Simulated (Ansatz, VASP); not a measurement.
# CuI in VASP and in Ansatz

```
Cu I
1.0
     3.69764    0.00000    0.00000
     0.00000    3.69764    0.00000
     0.00000    0.00000    3.69764
Cu I
1 1
Cartesian
  0.0000 0.0000 0.0000
  1.8488 1.8488 1.8488
```

Alike in both runs: task single point; functional r2SCAN; k mesh 6 × 6 × 6; occupations fermi-dirac, width 0.02 eV; no spin polarisation.

```csv
,VASP,Ansatz
version,VASP 6.6.1,Ansatz 0.2.0
potentials or method,"VASP PAW PBE potentials, release 64 (Cu, I)","plane waves, PAW"
plane-wave cutoff (eV),520,500
valence electrons in the cell,18,36
```

Ansatz gave:

| Property | Result |
| --- | --- |
| pressure (GPa) | -1.0 |

**Question.** Which values does VASP return?

**Answer.** Pressure (GPa): -1.1.

VASP's potentials were made for PBE, not for r2SCAN. VASP's potentials hold 18 valence electrons a cell and Ansatz's 36, so a difference there can come from the potentials and not from the codes.

Spin-orbit coupling is off throughout.
